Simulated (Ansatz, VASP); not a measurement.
# Two plane-wave programs on TaH3O4

Contents of INCAR:

```
ALGO = Normal ; EDIFF = 1E-6
ENCUT = 520 ; GGA = PE
GGA_COMPAT = False ; ISIF = 2
ISMEAR = 0 ; LASPH = True
LCHARG = False ; LMAXMIX = 4
LORBIT = 11 ; LORBMOM = True
LREAL = False ; LSORBIT = True
LWAVE = False ; MAGMOM = 0 0 0 0 0 0 0 0 0 0 0 0 0 0 0 0 0 0 0 0 0 0 0 0
NBANDS = 56 ; NELM = 150
PREC = Accurate ; SIGMA = 0.01
```

KPOINTS

```
k-points
0
Gamma
  1 1 1
```

POSCAR

```
TaH3O4
1.0
   12.5000000000      0.0000000000      0.0000000000
    0.0000000000     13.5300000000      0.0000000000
    0.0000000000      0.0000000000     11.4800000000
Ta O H
1 4 3
Direct
    0.5484000000      0.5001093900      0.4780435500
    0.6200904000      0.5001093900      0.6083501700
    0.5876456000      0.6168019200      0.3919860600
    0.3975120000      0.5001093900      0.5124512200
    0.5876456000      0.3834161100      0.3919860600
    0.6397160000      0.6676238000      0.4110174200
    0.3600000000      0.5001093900      0.5865470400
    0.6397160000      0.3325942400      0.4110174200
```

Input for Ansatz:

```yaml
crystal:
  lattice:
    - [12.5, 0.0, 0.0]
    - [0.0, 13.53, 0.0]
    - [0.0, 0.0, 11.48]
  atoms:
    - { symbol: Ta, position: [0.5484, 0.50010939, 0.47804355] }
    - { symbol: O, position: [0.6200904, 0.50010939, 0.60835017] }
    - { symbol: O, position: [0.5876456, 0.61680192, 0.39198606] }
    - { symbol: H, position: [0.639716, 0.6676238, 0.41101742] }
    - { symbol: O, position: [0.397512, 0.50010939, 0.51245122] }
    - { symbol: H, position: [0.36, 0.50010939, 0.58654704] }
    - { symbol: O, position: [0.5876456, 0.38341611, 0.39198606] }
    - { symbol: H, position: [0.639716, 0.33259424, 0.41101742] }
basis:
  ecutwfc: 420
  ecutrho_ratio: 4
kpoints:
  mp_grid: { grid: [1, 1, 1] }
hamiltonian:
  xc: pbe
scf:
  occupations: { method: gaussian, width: 0.01 }
output:
  forces: true
  eigenvalues: true
  populations: true
  write_density: true
  write_potential: true
  elf: true
  volumetric_format: npy
magnetization:
  noncollinear: true
  spin_orbit: true
```

Alike in both runs: task single point; functional PBE; k mesh 1 × 1 × 1; occupations gaussian, width 0.01 eV; non-collinear spin, spin-orbit coupling.

|  | VASP | Ansatz |
| --- | --- | --- |
| version | VASP 6.6.1 | Ansatz 0.2.0 |
| potentials or method | VASP PAW PBE potentials, release 64 (Ta_pv, O, H), cutoff 520 eV | plane waves, PAW |
| valence electrons in the cell | 38 | 40 |

|  | VASP | Ansatz | Ansatz less VASP |
| --- | --- | --- | --- |
| rms of the force components (eV/Å) | 0.101 | 0.216 | +0.1152 |

One of these differences is far larger than is usual between the two programs; its cause wasn't traced. VASP's potentials hold 38 valence electrons a cell and Ansatz's 40, so a difference there can come from the potentials and not from the codes. Ansatz's warnings: structure snapped to symmetry, xc potential rough in thin density.
